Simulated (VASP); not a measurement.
**TiAl: single point with PBEsol**

Crystal: TiAl.

```xyz
2
Lattice="2.9902 0.0000 0.0000 -1.4951 2.5896 0.0000 0.0000 0.0000 4.6199" Properties=species:S:1:pos:R:3 pbc="T T T"
Ti    0.0000    0.0000    0.0000
Al    0.0000    1.7264    2.3100
```

This cell differs from its parent crystal: strain +0.0500 x Voigt [1, 1, 0, 0, 0, 0].

```yaml
Program: VASP 6.6.1
Task: single point
Functional: PBEsol
Potentials_or_basis: VASP PAW PBE potentials, release 64 (Ti_sv, Al)
Cutoff: 500 eV
k_mesh: 24 × 24 × 14
Occupations: gaussian, width 0.15 eV
Spin: no spin polarisation
```

| Property | Result |
| --- | --- |
| Pressure | -8.5 GPa |
| Band gap on the k mesh | zero (an odd number of electrons rules out a gap without spin polarisation) |

Stress tensor (GPa, compression positive):
```
-9.70  0.00  0.00
 0.00 -9.70  0.00
 0.00  0.00 -6.15
```

Levels at points of the mesh, in eV from the Fermi level:
| k point | band 4 | band 5 | band 6 | band 7 | band 8 | band 9 | band 10 | band 11 | band 12 | band 13 |
| --- | --- | --- | --- | --- | --- | --- | --- | --- | --- | --- |
| (0.00, 0.00, 0.00) | -32.58 | -8.47 | -2.00 | -1.36 | 1.14 | 1.14 | 2.37 | 2.37 | 4.13 | 11.66 |
| (0.50, 0.00, 0.00) | -32.67 | -3.62 | -2.88 | -1.33 | -0.79 | 1.80 | 3.43 | 3.79 | 4.20 | 5.23 |
| (0.00, 0.00, 0.50) | -32.58 | -7.50 | -5.00 | -0.12 | 1.16 | 1.16 | 2.27 | 2.27 | 7.38 | 11.05 |
| (0.50, 0.00, 0.50) | -32.67 | -3.55 | -2.25 | -1.68 | 0.35 | 0.96 | 1.54 | 3.03 | 3.43 | 5.86 |

It took 75 s on 1 thread of Intel(R) Xeon(R) 6975P-C (Granite Rapids), on a shared host, peak memory 0.35 GiB.

Caveat: the cell differs from its parent crystal (strain +0.0500 x Voigt [1, 1, 0, 0, 0, 0]); the cell stands under tension; the PAW data sets were made with another functional, which shifts forces and pressure a little.
